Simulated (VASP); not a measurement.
The system is CaTeI3.

```
Ca Te I
1.0
     4.11987    2.37861    3.46149
    -4.11987    2.37861    3.46149
     0.00000   -4.75721    3.46149
Ca Te I
1 1 3
Direct
  0.00130 0.00130 0.00130
  0.47708 0.47708 0.47708
  0.02867 0.50547 0.50547
  0.50547 0.50547 0.02867
  0.50547 0.02867 0.50547
```

The cell was generated, and may not be a known phase.

- Program: VASP 6.6.1
- Task: relaxation of cell and atoms
- Functional: PBE
- Potentials or basis: VASP PAW PBE potentials, release 64 (Ca_sv, Te, I)
- Cutoff: 600 eV
- k mesh: 3 × 3 × 3
- Occupations: gaussian, width 0.1 eV
- Spin: no spin polarisation

At the start: pressure 7.2 GPa; volume 40.71 Å³/atom.

Task: How do energy, volume and symmetry change on relaxing?

Result: Over 57 steps the energy falls by 855.2 meV/atom and the volume is 60.94 Å³/atom (+49.7 %); space group R3m (No. 160, to 0.1 Å) before and after.

Step by step:
```
step  energy change (eV)  largest force (eV/Å)  pressure (GPa)  volume (Å³)
   1              0.0000                5.0551            7.20       203.53
   3             -1.7443                0.4186           -0.58       249.12
   5             -1.7836                0.2211           -0.34       244.06
   7             -1.8005                0.1126            0.09       237.29
   9             -1.8147                0.2238           -0.07       239.63
  11             -1.8591                0.7624           -0.65       250.33
  13             -1.8608                0.9130           -0.79       254.68
  15             -1.8622                0.9180           -0.79       254.88
  17             -1.8689                0.9410           -0.81       255.77
  19             -1.8964                1.0296           -0.86       259.34
  21             -2.0028                1.6126           -0.59       273.86
  23             -1.9769                1.6512           -0.45       275.13
  25             -2.0840                1.8374            0.24       283.54
  27             -2.3518                1.6594            0.24       287.69
  29             -2.3127                2.3950            2.09       305.73
  31             -2.7705                1.3201            0.33       300.71
  33             -2.9480                1.5867           -2.04       337.77
  35             -3.2125                1.1159           -1.30       315.83
  37             -3.9302                0.2303            0.81       250.63
  39             -3.9914                0.4021           -0.03       260.19
  41             -4.0510                0.1933            0.40       266.36
  43             -4.1075                0.2171            0.18       277.03
  45             -4.1234                0.8208           -0.22       324.15
  47             -4.2180                0.3155           -0.20       316.55
  49             -4.2377                0.1158           -0.20       322.11
  51             -4.2465                0.2519            0.13       313.38
  53             -4.2649                0.1223            0.08       309.42
  55             -4.2744                0.1012            0.02       304.28
  57             -4.2758                0.0184           -0.02       304.68
```

Final structure:
```
Ca Te I
1.0
     4.88354    2.81951    3.68793
    -4.88354    2.81951    3.68793
     0.00000   -5.63903    3.68793
Ca Te I
1 1 3
Direct
  0.81613 0.81613 0.81613
  0.53358 0.53358 0.53358
  0.05374 0.55727 0.55727
  0.55727 0.55727 0.05374
  0.55727 0.05374 0.55727
```

Caveat: the volume moved by over 15 % at a fixed basis, so the end points are rough; an odd number of electrons without spin polarisation forces a metal; a magnetic or distorted state may lie lower.
